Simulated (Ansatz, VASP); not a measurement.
## LiCl: VASP beside Ansatz

The input INCAR:

```
SYSTEM = LiCl
PREC = Accurate
ENCUT = 520
EDIFF = 1E-6
ISMEAR = -1
SIGMA = 0.02
LREAL = .False.
LASPH = .True.
NELM = 100
ALGO = Normal
ISIF = 2
LWAVE = .False.
LCHARG = .True.
GGA = CA
LELF = .True.
LVHAR = .True.
NBANDS = 12
```

File KPOINTS:

```
regular mesh
0
Gamma
  14 14 14
  0 0 0
```

File POSCAR:

```
LiCl
1.0
    0.0000000000      2.5647700000      2.5647700000
    2.5647700000      0.0000000000      2.5647700000
    2.5647700000      2.5647700000      0.0000000000
Cl Li
1 1
Direct
    0.5194949255      0.5194949255      0.4805050745
    0.0000000000      0.0000000000      0.0000000000
```

Input for Ansatz:

```yaml
crystal:
  lattice:
    - [0.0, 2.56477, 2.56477]
    - [2.56477, 0.0, 2.56477]
    - [2.56477, 2.56477, 0.0]
  atoms:
    - { symbol: Cl, position: [0.5194949255, 0.5194949255, 0.4805050745] }
    - { symbol: Li, position: [0.0, 0.0, 0.0] }
hamiltonian:
  xc: lda
  pseudopotentials: { kind: paw }
kpoints:
  mp_grid: { grid: [14, 14, 14] }
scf:
  occupations: { method: fermi_dirac, width: 0.02 }
  convergence: { dr2_threshold: 1.0e-09 }
basis:
  ecutwfc: 600
output:
  forces: true
  stress: true
```

Alike in both runs: task single point; functional LDA; k mesh 14 × 14 × 14; occupations fermi-dirac, width 0.02 eV; no spin polarisation.

|  | VASP | Ansatz |
| --- | --- | --- |
| version | VASP 6.6.1 | Ansatz 0.2.0 |
| potentials or method | VASP PAW LDA potentials, release 64 (Cl, Li_sv), cutoff 520 eV | scalar-relativistic, plane waves, PAW |
| valence electrons in the cell | 10 | 10 |

VASP gave:

- rms of the force components (eV/Å): 0.036

What did Ansatz give for the same quantities?

rms of the force components (eV/Å): 0.035.

LDA's correlation is that of Perdew and Zunger in VASP and of Perdew and Wang (1992) in Ansatz. Atom by atom the forces differ by 0.001 eV/Å (rms over components). Ansatz's warnings: stress scf threshold loose.

Noted on VASP's run: the cutoff is under 1.25 times that of the potentials, so the pressure is a little rough.
